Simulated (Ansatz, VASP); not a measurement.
Two plane-wave programs on BaTiO3

INCAR

```
SYSTEM = BaTiO3
PREC     = Accurate       ! precision mode
ENCUT    = 520            ! plane-wave cutoff, eV
EDIFF    = 1E-6           ! SCF threshold, eV
ISMEAR   = 0              ! smearing method
SIGMA    = 0.05           ! smearing width, eV
LREAL    = .False.        ! projectors in reciprocal space
LASPH    = .True.         ! aspherical terms in the spheres
NELM     = 80             ! most SCF steps
ALGO     = Normal         ! electronic algorithm
ISIF     = 2              ! what is computed and relaxed
LWAVE    = .False.        ! write WAVECAR
LCHARG   = .False.        ! write CHGCAR
GGA      = PE             ! functional
NBANDS   = 28             ! bands
```

File KPOINTS:

```
Automatic mesh
0
Gamma
  8 8 8
  0 0 0
```

Contents of POSCAR:

```
BaTiO3
1.0
    4.0192318615      0.0000000000      0.0000000000
    0.0000000000      4.0192318615      0.0000000000
    0.0000000000      0.0000000000      4.0192813204
Ba Ti O
1 1 3
Direct
    0.0000000000      0.0000000000      0.0000000000
    0.5000000000      0.5000000000      0.5000000000
    0.5000000000      0.5000000000     -0.0248800699
    0.5000000000      0.0000000000      0.5000000000
    0.0000000000      0.5000000000      0.5000000000
```

Input for Ansatz:

```yaml
crystal:
  lattice:
    - [4.0192318615, 0.0, 0.0]
    - [0.0, 4.0192318615, 0.0]
    - [0.0, 0.0, 4.0192813204]
  atoms:
    - { symbol: Ba, position: [0.0, 0.0, 0.0] }
    - { symbol: Ti, position: [0.5, 0.5, 0.5] }
    - { symbol: O, position: [0.5, 0.5, -0.0248800699] }
    - { symbol: O, position: [0.5, 0.0, 0.5] }
    - { symbol: O, position: [0.0, 0.5, 0.5] }
basis:
  ecutwfc: 420
kpoints:
  mp_grid: { grid: [8, 8, 8] }
hamiltonian:
  xc: pbe
scf:
  occupations: { method: gaussian, width: 0.05 }
output:
  forces: true
  stress: true
  eigenvalues: true
```

Alike in both runs: task single point; functional PBE; k mesh 8 × 8 × 8; occupations gaussian, width 0.05 eV; no spin polarisation.

|  | VASP | Ansatz |
| --- | --- | --- |
| version | VASP 6.6.1 | Ansatz 0.2.0 |
| potentials or method | VASP PAW PBE potentials, release 64 (Ba_sv, Ti_sv, O), cutoff 520 eV | scalar-relativistic, plane waves, PAW |
| valence electrons in the cell | 40 | 40 |

VASP gave:

- gap on the k mesh at the Fermi level (eV): 1.74
- least direct gap on the mesh (eV): 1.94
- pressure (GPa): 2.4
- traceless stress, the component that is largest in VASP (GPa): 0.71
- rms of the force components (eV/Å): 0.249

Q: What did Ansatz give for the same quantities?

A: gap on the k mesh at the Fermi level (eV): 1.80; least direct gap on the mesh (eV): 1.97; pressure (GPa): 0.7; traceless stress, the component that is largest in VASP (GPa): 0.67; rms of the force components (eV/Å): 0.249.

Atom by atom the forces differ by 0.012 eV/Å (rms over components).

Spin-orbit coupling is off throughout.
